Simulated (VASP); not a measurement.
A run of VASP 6.6.1 is set up as follows.

File INCAR:

```
ALGO = Normal
EDIFF = 1E-7
ENCUT = 520
GGA = PS
ISIF = 2
ISMEAR = 0
LASPH = T
LCHARG = T
LELF = T
LREAL = F
LVHAR = T
LWAVE = F
NBANDS = 16
NELM = 80
PREC = Accurate
SIGMA = 0.01
```

KPOINTS

```
k-points
0
Gamma
  8 8 8
```

The input POSCAR:

```
GaP
1.0
    2.6648788386      2.6648788386      0.0000000000
   -2.6648788386      2.6648788386      0.0000000000
    0.0000000000      2.6648788386      2.7518952905
Ga P
1 1
Direct
    0.0000000000      0.0000000000      0.0000000000
    0.7500000000      0.2500000000      0.5000000000
```

Potentials or basis: VASP PAW PBE potentials, release 64 (Ga_d, P).

The run is started by

```bash
$ cat potpaw_PBE.64/Ga_d/POTCAR potpaw_PBE.64/P/POTCAR > POTCAR
$ mpirun -np 1 vasp_std > vasp.out
```

Question: Estimate the pressure.

Answer: 2.5 GPa.

Question: What does it give for the band gap on the k mesh?

Answer: 1.30 eV, indirect (least direct gap 1.97 eV).

Stress tensor (GPa, compression positive):
```
3.33 0.00 0.00
0.00 3.33 0.00
0.00 0.00 0.77
```

Caveat: the cell differs from its parent crystal (in-plane strain -0.02); the PAW data sets were made with another functional, which shifts forces and pressure a little. A k mesh can miss the band edges.
